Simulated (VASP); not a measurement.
Wanted: the native input for a VASP 6.6.1 run.

```
Task                   : single point
Functional             : PBE
Potentials or basis    : VASP PAW PBE potentials, release 64 (Cu, O)
Cutoff                 : 520 eV
k mesh                 : 6 × 6 × 6
Occupations            : fermi-dirac, width 0.05 eV
Spin                   : no spin polarisation
Dipole correction      : no
Further INCAR settings : ALGO = Normal; EDIFF = 1e-07; NBANDS = 16
```

The structure of CuO lies in POSCAR:

```
CuO
1.0
    0.0000000000      2.3272527300      2.3272527300
    2.3272527300      0.0000000000      2.3272527300
    2.3272527300      2.3272527300      0.0000000000
Cu O
1 1
Direct
    0.0000000000      0.0000000000      0.0000000000
    0.2500000000      0.2500000000      0.2500000000
```

One way to write it, as run:

INCAR

```
SYSTEM = CuO
ALGO     = Normal         ! electronic algorithm
EDIFF    = 1E-7           ! SCF threshold, eV
ENCUT    = 520            ! plane-wave cutoff, eV
GGA      = PE             ! functional
ISIF     = 2              ! what is computed and relaxed
ISMEAR   = -1             ! smearing method
LASPH    = .True.         ! aspherical terms in the spheres
LCHARG   = .False.        ! write CHGCAR
LREAL    = .False.        ! projectors in reciprocal space
LWAVE    = .False.        ! write WAVECAR
NBANDS   = 16             ! bands
NELM     = 80             ! most SCF steps
PREC     = Accurate       ! precision mode
SIGMA    = 0.05           ! smearing width, eV
```

KPOINTS

```
k-points
0
Gamma
  6 6 6
  0 0 0
```

Potentials or basis: VASP PAW PBE potentials, release 64 (Cu, O).

Run with:

```bash
$ cat potpaw_PBE.64/Cu/POTCAR potpaw_PBE.64/O/POTCAR > POTCAR
$ mpirun -np 1 vasp_std > vasp.out
```

Results of the run:

```
Pressure : -9.0 GPa
```

Caveat: the k points lie up to 0.39 Å⁻¹ apart; an odd number of electrons without spin polarisation forces a metal; a magnetic or distorted state may lie lower.

It took 6 s on 1 thread of Intel(R) Xeon(R) Platinum 8259CL CPU @ 2.50GHz (Skylake/Cascade Lake), on a shared host, peak memory 0.13 GiB.
